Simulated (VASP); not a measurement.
## CdS: single point with LDA

The system is CdS.

```
CELL_PARAMETERS angstrom
4.32625 0.00000 0.00000
-2.16313 3.74664 0.00000
0.00000 0.00000 5.60495
ATOMIC_POSITIONS crystal
Cd 0.33333 0.66667 0.25000
Cd 0.66667 0.33333 0.75000
S 0.66667 0.33333 0.25000
S 0.33333 0.66667 0.75000
```

```
Program                : VASP 6.6.1
Task                   : single point
Functional             : LDA
Potentials or basis    : VASP PAW LDA potentials, release 64 (Cd, S)
Cutoff                 : 520 eV
k mesh                 : 6 × 6 × 4
Occupations            : fermi-dirac, width 0.02 eV
Spin                   : no spin polarisation
Dipole correction      : no
Further INCAR settings : ALGO = Normal; EDIFF = 1e-07; NBANDS = 26
```

```yaml
Pressure: 0.6 GPa
Band_gap_on_the_k_mesh: 0.75 eV (least direct gap 1.04 eV)
```

Stress tensor (GPa, compression positive):
```
0.66 0.00 0.00
0.00 0.66 0.00
0.00 0.00 0.49
```

Levels at points of the mesh, in eV from the valence-band top:
```csv
k point,band 16,band 17,band 18,band 19,band 20,band 21
"(0.00, 0.00, 0.00)",-0.49,-0.30,-0.30,0.75,1.01,5.39
"(0.50, 0.00, 0.00)",-2.77,-1.57,-1.25,2.20,3.77,5.93
"(0.00, 0.00, 0.50)",-0.80,-0.80,-0.80,2.87,2.87,5.53
"(0.50, 0.00, 0.50)",-2.02,-0.46,-0.46,3.69,3.69,4.94
```

Run time: 20 s on 1 thread of Intel(R) Xeon(R) 6975P-C (Granite Rapids), with other jobs on the host, peak memory 0.19 GiB.

A k mesh can miss the band edges.
